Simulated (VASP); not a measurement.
# FeO (Fm-3m) in VASP: settings compared

The runs below take FeO through single point, elastic constants, with r2SCAN+U, PBEsol, LDA.

Program: VASP 6.6.1. These are calculated values, not measurements. Logs are shortened: lines on timing, memory, paths and dates and some standing lists are left out, and cuts for length are marked.

### Step 1. The cell of the first run

It takes space group Fm-3m (No. 225, cubic). Conventional cell: a = 4.311 Å, b = 4.311 Å, c = 4.311 Å, α = 90.00°, β = 90.00°, γ = 90.00°. Fe (site symmetry m-3m) has 6 O at 2.16 Å within 2.9 Å. Within 2.9 Å of O (site symmetry m-3m) lie 6 Fe at 2.16 Å.

### Step 2. Single point, r2SCAN+U, collinear spin, ferromagnetic start

POSCAR

```
FeO
1.0
    0.0000000000      2.1554000000      2.1554000000
    2.1554000000      0.0000000000      2.1554000000
    2.1554000000      2.1554000000      0.0000000000
Fe O
1 1
Direct
    0.0000000000      0.0000000000      0.0000000000
    0.5000000000      0.5000000000      0.5000000000
```

INCAR.step1

```
SYSTEM = FeO
ISPIN = 2
MAGMOM = 3 0
LORBIT = 11
LDAU = .TRUE.
LDAUTYPE = 2
LDAUL = 2 -1
LDAUU = 5.3 0
LDAUJ = 0 0
ISMEAR = 0
SIGMA = 0.03
LWAVE = .TRUE.
LCHARG = .TRUE.
ISIF = 2
NELM = 100
ALGO = Normal
PREC = Accurate
LASPH = .TRUE.
LREAL = .FALSE.
EDIFF = 1E-5
GGA_COMPAT = .FALSE.
ENCUT = 580
EFERMI = MIDGAP
LMAXMIX = 4
GGA = PE
```

INCAR.step2

```
SYSTEM = FeO
METAGGA = R2SCAN
ISPIN = 2
MAGMOM = 3 0
LORBIT = 11
LDAU = .TRUE.
LDAUTYPE = 2
LDAUL = 2 -1
LDAUU = 5.3 0
LDAUJ = 0 0
ISMEAR = 0
SIGMA = 0.03
LWAVE = .FALSE.
LCHARG = .FALSE.
ISIF = 2
NELM = 100
ALGO = All
PREC = Accurate
LASPH = .TRUE.
LREAL = .FALSE.
EDIFF = 1E-6
GGA_COMPAT = .FALSE.
ENCUT = 580
EFERMI = MIDGAP
LMAXMIX = 4
LMIXTAU = .TRUE.
ISTART = 1
ISEARCH = 1
```

KPOINTS

```
k-points
0
Gamma
  7 7 7
```

Potentials or basis: VASP PAW PBE potentials, release 64 (Fe, O).

The run is started by

```bash
$ cat potpaw_PBE.64/Fe/POTCAR potpaw_PBE.64/O/POTCAR > POTCAR
$ cp INCAR.step1 INCAR
$ mpirun -np 1 vasp_std > vasp.out
$ cp INCAR.step2 INCAR
$ mpirun -np 1 vasp_std > vasp.out
```

OUTCAR:

```text
SYSTEM = FeO
   METAGGA = R2SCAN
   ISPIN = 2
   LORBIT = 11
   ISMEAR = 0
   ISIF = 2
   NELM = 100
   PREC = Accurate
   LASPH = .TRUE.
   LREAL = .FALSE.
   EDIFF = 1E-6
   ENCUT = 580
   EFERMI = MIDGAP
   ISTART = 1

 Found     20 irreducible k-points:

 Following reciprocal coordinates:
            Coordinates               Weight
  0.000000  0.000000  0.000000      1.000000
  0.142857  0.000000  0.000000      8.000000
  0.285714  0.000000  0.000000      8.000000
  0.428571  0.000000  0.000000      8.000000
  0.142857  0.142857  0.000000      6.000000
  0.285714  0.142857  0.000000     24.000000
   k-points           NKPTS =     20   k-points in BZ     NKDIM =     20   number of bands    NBANDS=     13
   number of dos      NEDOS =    301   number of ions     NIONS =      2
   total plane-waves  NPLWV =  13824
   dimension x,y,z NGX =    24 NGY =   24 NGZ =   24
   dimension x,y,z NGXF=    48 NGYF=   48 NGZF=   48
   ions per type =               1   1
   NGX,Y,Z   is equivalent  to a cutoff of  13.09, 13.09, 13.09 a.u.
   NGXF,Y,Z  is equivalent  to a cutoff of  26.18, 26.18, 26.18 a.u.
 SYSTEM =  FeO
   PREC   = accura    normal or accurate (medium, high low for compatibility)
   ISTART =      1    job   : 0-new  1-cont  2-samecut
   ICHARG =      0    charge: 1-file 2-atom 10-const
   ISPIN  =      2    spin polarized calculation?
   LNONCOLLINEAR =      F non collinear calculations
   LSORBIT =      F    spin-orbit coupling
   LASPH  =      T    aspherical Exc in radial PAW
   ENCUT  =  580.0 eV  42.63 Ry    6.53 a.u.   5.99  5.99  5.99*2*pi/ulx,y,z
   NELM   =    100;   NELMIN=  2; NELMDL=  0     # of ELM steps
   EDIFF  = 0.1E-05   stopping-criterion for ELM
   LREAL  =      F    real-space projection
   EDIFFG = 0.1E-04   stopping-criterion for IOM
   NSW    =      0    number of steps for IOM
   IBRION =     -1    ionic relax: 0-MD 1-quasi-New 2-CG
   NFREE  =      0    steps in history (QN), initial steepest desc. (CG)
   ISIF   =      2    stress and relaxation
   ISYM   =      2    0-nonsym 1-usesym 2-fastsym
   POTIM  = 0.5000    time-step for ionic-motion
   TEBEG  =    0.0;   TEEND  =   0.0 temperature during run

   SCALEE = 1.0000    scale energy and forces
   PSTRESS=    0.0 pullay stress
   NELECT =      14.0000    total number of electrons
   NUPDOWN=      -1.0000    fix difference up-down
   EMIN   =  10.00;   EMAX   =-10.00  energy-range for DOS
   EFERMI =   0.00;   METHOD = MIDGAP
   ISMEAR =     0;   SIGMA  =   0.03  broadening in eV -4-tet -1-fermi 0-gaus
   EFERMI_NEDOS =   21; number of points for ismear=-14 and -15
   IALGO  =     58    algorithm
   IMIX   =      4    mixing-type and parameters
     AMIX     =   0.40;   BMIX     =  1.00
     AMIX_MAG =   1.60;   BMIX_MAG =  1.00
  volume/ion in A,a.u.               =      10.01        67.57
  Fermi-wavevector in a.u.,A,eV,Ry     =   1.452935  2.745650 28.722187  2.111021
  Thomas-Fermi vector in A             =   2.570260
   LORBIT       =     11    0 simple, 1 ext, 2 COOP (PROOUT), +10 PAW based schemes
 LDA+U is selected, type is set to LDAUTYPE =  2
   angular momentum for each species LDAUL =     2   -1
   U (eV)           for each species LDAUU =   5.3  0.0
   J (eV)           for each species LDAUJ =   0.0  0.0
   METAGGA = R2SCAN    functional components
   LHFCALC =     F    Hartree Fock is set to
   AEXX    =    0.0000 exact exchange contribution
   IVDW    =     0    specifies the selected vdW correction
   LEPSILON=     F    determine dielectric tensor
   LRPA    =     F    only Hartree local field effects (RPA)

   CSHIFT  =0.1000    complex shift for real part using Kramers Kronig

   OMEGAMAX=  -1.0    maximum frequency
 spin polarized calculation
 Gauss-broadening in eV      SIGMA  =   0.03
  energy-cutoff  :      580.00
  volume of cell :       20.03
 maximum number of plane-waves:       644
   NGX = 11   NGY = 11   NGZ = 11

 number of electron      13.9999999 magnetization       4.0058310

 Free energy of the ion-electron system (eV)
  ---------------------------------------------------
  ext. energy  EPLUGINS =         0.00000000
  ---------------------------------------------------
  free energy    TOTEN  =       -20.38328524 eV

  energy without entropy =      -20.38180425  energy(sigma->0) =      -20.38254475

 E-fermi :   7.2761     XC(G=0): -12.7716

 val. band max:        7.2752478480   @ k =   0.2857   0.0000   0.0000
 cond. band min:       7.2811567422   @ k =  -0.2857   0.1429   0.0000
 fundamental gap:      0.0059088942
 Fermi energy:         7.2760549444

 spin component 1

 k-point     1 :       0.0000    0.0000    0.0000
  band No.  band energies     occupation
      1     -15.5041      1.00000
      2      -1.3322      1.00000
      3      -1.3322      1.00000
      4      -1.0570      1.00000
      5      -1.0570      1.00000
      6      -1.0570      1.00000
      7       2.3512      1.00000
      8       2.3512      1.00000
      9       2.3512      1.00000
     10       6.6141      1.00000
     11      21.7430      0.00000
     12      21.7430      0.00000
     13      21.7430      0.00000

 k-point     2 :       0.1429    0.0000    0.0000
  band No.  band energies     occupation
      1     -15.3114      1.00000
      2      -1.7057      1.00000
      3      -1.7057      1.00000
      4      -1.3319      1.00000
      5      -0.9634      1.00000
      6      -0.9634      1.00000
      7       1.5089      1.00000
      8       2.7862      1.00000
      9       2.7862      1.00000
     10       7.8773      0.00000
     11      18.6622      0.00000
     12      21.6484      0.00000
     13      21.6484      0.00000

 k-point     3 :       0.2857    0.0000    0.0000
  band No.  band energies     occupation
      1     -14.8435      1.00000
      2      -2.3865      1.00000
      3      -2.3864      1.00000
      4      -2.3667      1.00000
      5      -0.6985      1.00000
      6      -0.6985      1.00000
      7       0.9282      1.00000
      8       3.5652      1.00000
      9       3.5652      1.00000
     10       9.7756      0.00000
     11      16.1984      0.00000
     12      20.5134      0.00000
     13      20.5134      0.00000

 k-point     4 :       0.4286    0.0000    0.0000
  band No.  band energies     occupation
      1     -14.4237      1.00000
      2      -3.3675      1.00000
      3      -2.8264      1.00000
      4      -2.8264      1.00000
      5      -0.4752      1.00000
      6      -0.4752      1.00000
      7       0.9833      1.00000
      8       4.0891      1.00000
      9       4.0891      1.00000
     10      10.6557      0.00000
     11      15.2259      0.00000
     12      19.4283      0.00000
     13      19.4283      0.00000

 k-point     5 :       0.1429    0.1429    0.0000
  band No.  band energies     occupation
      1     -15.2633      1.00000
      2      -2.1640      1.00000
      3      -1.2738      1.00000
      4      -1.1832      1.00000
      5      -1.0507      1.00000
      6      -1.0507      1.00000
      7       2.1075      1.00000
      8       2.3387      1.00000
      9       2.3387      1.00000
     10       8.3484      0.00000
     11      18.6897      0.00000
     12      21.3142      0.00000
     13      21.3142      0.00000

 k-point     6 :       0.2857    0.1429    0.0000
  band No.  band energies     occupation
      1     -14.9282      1.00000
      2      -2.7228      1.00000
      3      -1.7693      1.00000
      4      -1.6484      1.00000
      5      -0.9124      1.00000
      6      -0.7196      1.00000
      7       1.1987      1.00000
      8       2.6675      1.00000
      9       3.1017      1.00000
     10      10.0233      0.00000
     11      16.8005      0.00000
     12      19.2599      0.00000
     13      20.8492      0.00000

 [... further k-points ...]

 spin component 2

 k-point     1 :       0.0000    0.0000    0.0000
  band No.  band energies     occupation
      1     -15.1898      1.00000
      2       2.7401      1.00000
      3       2.7401      1.00000
      4       2.7401      1.00000
      5       6.5337      1.00000
      6       6.5338      1.00000
      7       6.5338      1.00000
      8       7.5772      0.00000
      9       9.0799      0.00000
     10       9.0805      0.00000
     11      22.3634      0.00000
     12      25.3040      0.00000
     13      25.3042      0.00000

 k-point     2 :       0.1429    0.0000    0.0000
  band No.  band energies     occupation
      1     -14.9925      1.00000
      2       1.4610      1.00000
      3       2.4126      1.00000
      4       2.4126      1.00000
      5       6.6927      1.00000
      6       6.7714      1.00000
      7       6.7715      1.00000
      8       8.8184      0.00000
      9       9.5139      0.00000
     10       9.5144      0.00000
     11      20.5801      0.00000
     12      24.5676      0.00000
     13      24.5677      0.00000

 k-point     3 :       0.2857    0.0000    0.0000
  band No.  band energies     occupation
      1     -14.5127      1.00000
      2      -0.5215      1.00000
      3       1.8094      1.00000
      4       1.8094      1.00000
      5       7.0976      1.00000
      6       7.2752      0.51645
      7       7.2752      0.51512
      8      10.4585      0.00000
      9      10.4590      0.00000
     10      10.6800      0.00000
     11      17.9551      0.00000
     12      22.3532      0.00000
     13      22.3532      0.00000

 k-point     4 :       0.4286    0.0000    0.0000
  band No.  band energies     occupation
      1     -14.0821      1.00000
      2      -1.8116      1.00000
      3       1.4077      1.00000
      4       1.4078      1.00000
      5       7.6841      0.00000
      6       7.6842      0.00000
      7       7.6955      0.00000
      8      11.2348      0.00000
      9      11.2354      0.00000
     10      11.2755      0.00000
     11      16.8285      0.00000
     12      20.6306      0.00000
     13      20.6306      0.00000

 k-point     5 :       0.1429    0.1429    0.0000
  band No.  band energies     occupation
      1     -14.9336      1.00000
      2       1.2470      1.00000
      3       2.3538      1.00000
      4       2.3538      1.00000
      5       6.2262      1.00000
      6       7.0893      1.00000
      7       7.0893      1.00000
      8       8.5665      0.00000
      9       9.1927      0.00000
     10      10.4474      0.00000
     11      20.8916      0.00000
     12      23.7952      0.00000
     13      23.7952      0.00000

 k-point     6 :       0.2857    0.1429    0.0000
  band No.  band energies     occupation
      1     -14.5645      1.00000
      2      -0.0719      1.00000
      3       1.7694      1.00000
      4       1.9208      1.00000
      5       6.3087      1.00000
      6       7.4928      0.00000
      7       7.5298      0.00000
      8       9.5669      0.00000
      9       9.6801      0.00000
     10      11.8231      0.00000
     11      18.8977      0.00000
     12      21.2495      0.00000
     13      22.6464      0.00000

 [... further k-points ...]
[... 5 lines left out ...]
  --------------------------------------------------------------------------------------
  -------------------------------------------------------------------------------------
  Total       -0.8217375     -0.8217375     -0.8217375     -0.0000000      0.0000000      0.0000000
  in kB      -65.7400512    -65.7400512    -65.7400512     -0.0000000      0.0000000      0.0000000
  external PRESSURE =     -65.7400512 kB  Pullay stress =       0.0000000 kB

 VOLUME and BASIS-vectors are now :
 -----------------------------------------------------------------------------
  energy-cutoff  :      580.00
  volume of cell :       20.03
      direct lattice vectors                 reciprocal lattice vectors
     0.000000000  2.155400000  2.155400000    -0.231975503  0.231975503  0.231975503
     2.155400000  0.000000000  2.155400000     0.231975503 -0.231975503  0.231975503
     2.155400000  2.155400000  0.000000000     0.231975503  0.231975503 -0.231975503

 POSITION                                       TOTAL-FORCE (eV/Angst)
 -----------------------------------------------------------------------------------
      0.00000      0.00000      0.00000        -0.000000     -0.000000      0.000000
      2.15540      2.15540      2.15540         0.000000      0.000000      0.000000
 -----------------------------------------------------------------------------------
    total drift:                                0.000000     -0.000000      0.000000

  FREE ENERGIE OF THE ION-ELECTRON SYSTEM (eV)
  ---------------------------------------------------
  free  energy   TOTEN  =       -20.3832852435 eV

  energy  without entropy=      -20.3818044734  energy(sigma->0) =      -20.38254486

 total charge

# of ion       s       p       d       tot
------------------------------------------
    1        0.285   0.369   6.057   6.712
    2        1.551   3.503   0.000   5.055
--------------------------------------------------
tot          1.837   3.873   6.057  11.766

 magnetization (x)

# of ion       s       p       d       tot
------------------------------------------
    1        0.030   0.018   3.873   3.920
    2        0.020   0.138   0.000   0.158
--------------------------------------------------
tot          0.050   0.156   3.873   4.078
```

It took 41 s on 1 thread of Intel Xeon 6975P-C (Granite Rapids), shared host; peak memory 0.16 GiB.

Results:

```
Free energy                                           : -20.3833 eV
Pressure                                              : -6.6 GPa
Band gap on the k mesh                                : zero (filled and empty bands overlap)
Net moment                                            : 4.01 μB per cell
Site moments                                          : Fe +3.92; O +0.16 μB
Valence electrons inside the program's atomic spheres : Fe 6.71; O 5.05
```

Caveat: the k points lie up to 0.36 Å⁻¹ apart, too coarse for converged energies and pressures of a metal; the PAW data sets were made with another functional, which shifts forces and pressure a little; a cell with one magnetic atom can't hold antiferromagnetic order, which such compounds often take. The state reached can hang on the start; a lower one may exist.

### Step 3. Single point, PBEsol, collinear spin, ferromagnetic start

POSCAR is that of step 2.

INCAR.step1

```
SYSTEM = FeO
PREC = Accurate
ENCUT = 520
EDIFF = 1E-7
ISMEAR = -1
SIGMA = 0.05
LREAL = .FALSE.
LASPH = .TRUE.
NELM = 150
ALGO = Normal
ISIF = 2
LWAVE = .FALSE.
LCHARG = .TRUE.
ISPIN = 2
MAGMOM = 3 0
LMAXMIX = 4
GGA = PS
NBANDS = 18
```

KPOINTS.step1

```
regular mesh
0
G
  11 11 11
  0 0 0
```

INCAR.step2

```
SYSTEM = FeO
PREC = Accurate
ENCUT = 520
EDIFF = 1E-7
ISMEAR = -5
SIGMA = 0.05
LREAL = .FALSE.
LASPH = .TRUE.
NELM = 150
ALGO = Normal
ISIF = 2
LWAVE = .FALSE.
LCHARG = .FALSE.
ISPIN = 2
MAGMOM = 3 0
LORBIT = 10
LMAXMIX = 4
GGA = PS
NEDOS = 1001
ICHARG = 11
```

KPOINTS.step2

```
regular mesh
0
G
  17 17 17
  0 0 0
```

Potentials or basis: VASP PAW PBE potentials, release 64 (Fe, O).

The run is started by

```bash
$ cat potpaw_PBE.64/Fe/POTCAR potpaw_PBE.64/O/POTCAR > POTCAR
$ cp INCAR.step1 INCAR
$ cp KPOINTS.step1 KPOINTS
$ mpirun -np 1 vasp_std > vasp.out
$ cp INCAR.step2 INCAR
$ cp KPOINTS.step2 KPOINTS
$ mpirun -np 1 vasp_std > vasp.out
```

OUTCAR:

```text
SYSTEM = FeO
   PREC = Accurate
   ENCUT = 520
   EDIFF = 1E-7
   ISMEAR = -5
   LREAL = .FALSE.
   LASPH = .TRUE.
   NELM = 150
   ISIF = 2
   ISPIN = 2
   LORBIT = 10
   GGA = PS
   ICHARG = 11

 ion  position               nearest neighbor table
   1  0.000  0.000  0.000-   2 2.16   2 2.16   2 2.16   2 2.16   2 2.16   2 2.16
   2  0.500  0.500  0.500-   1 2.16   1 2.16   1 2.16   1 2.16   1 2.16   1 2.16

  LATTYP: Found a face centered cubic cell.
 ALAT       =     4.3108000000

  Lattice vectors:

 A1 = (   0.0000000000,   2.1554000000,   2.1554000000)
 A2 = (   2.1554000000,   0.0000000000,   2.1554000000)
 A3 = (   2.1554000000,   2.1554000000,   0.0000000000)

Analysis of symmetry for initial positions (statically):
=====================================================================
 Subroutine PRICEL returns:
 Original cell was already a primitive cell.

 Routine SETGRP: Setting up the symmetry group for a
 face centered cubic supercell.

 Subroutine GETGRP returns: Found 48 space group operations
 (whereof 48 operations were pure point group operations)
 out of a pool of 48 trial point group operations.
[... 948 lines left out ...]
      4       2.3504      1.00000
      5       5.4799      1.00000
      6       5.5403      1.00000
      7       5.7195      1.00000
      8       6.4898      0.00000
      9       7.0248      0.00000
     10       8.2589      0.00000
     11      19.4858      0.00000
     12      22.3158      0.00000
     13      23.8176      0.00000

 [... further k-points ...]
[... 5 lines left out ...]
  --------------------------------------------------------------------------------------
  -------------------------------------------------------------------------------------
  Total       -1.0810534     -1.0810534     -1.0810534     -0.0000000     -0.0000000      0.0000000
  in kB      -86.4856567    -86.4856567    -86.4856567     -0.0000000     -0.0000000      0.0000000
  external PRESSURE =     -86.4856567 kB  Pullay stress =       0.0000000 kB

 VOLUME and BASIS-vectors are now :
 -----------------------------------------------------------------------------
  energy-cutoff  :      520.00
  volume of cell :       20.03
      direct lattice vectors                 reciprocal lattice vectors
     0.000000000  2.155400000  2.155400000    -0.231975503  0.231975503  0.231975503
     2.155400000  0.000000000  2.155400000     0.231975503 -0.231975503  0.231975503
     2.155400000  2.155400000  0.000000000     0.231975503  0.231975503 -0.231975503

 POSITION                                       TOTAL-FORCE (eV/Angst)
 -----------------------------------------------------------------------------------
      0.00000      0.00000      0.00000        -0.000000      0.000000     -0.000000
      2.15540      2.15540      2.15540         0.000000     -0.000000      0.000000
 -----------------------------------------------------------------------------------
    total drift:                               -0.000000     -0.000000      0.000000

  FREE ENERGIE OF THE ION-ELECTRON SYSTEM (eV)
  ---------------------------------------------------
  free  energy   TOTEN  =       -15.8396085831 eV

  energy  without entropy=      -15.8396085831  energy(sigma->0) =      -15.83960858

 total charge

# of ion       s       p       d       tot
------------------------------------------
    1        0.292   0.364   6.085   6.741
    2        1.551   3.415   0.000   4.966
--------------------------------------------------
tot          1.843   3.779   6.085  11.707

 magnetization (x)

# of ion       s       p       d       tot
------------------------------------------
    1        0.026   0.021   3.564   3.611
    2        0.030   0.273   0.000   0.303
--------------------------------------------------
tot          0.056   0.294   3.564   3.914
```

Run time: 2.1 min. Hardware: 1 thread of Intel Xeon 8259CL, shared host; peak memory 0.2 GiB.

Results:

```
Net moment                                            : 4.00 μB per cell
Site moments                                          : Fe +3.61; O +0.30 μB
Valence electrons inside the program's atomic spheres : Fe 6.74; O 4.97
```

Caveat: the PAW data sets were made with another functional, which shifts forces and pressure a little; a cell with one magnetic atom can't hold antiferromagnetic order, which such compounds often take; semilocal functionals often make such compounds metallic where correlation or magnetic order opens a gap, which also shifts bond lengths; tetrahedron occupations give inexact forces and stress in metals.

(Part 1 of 2 ends here.)
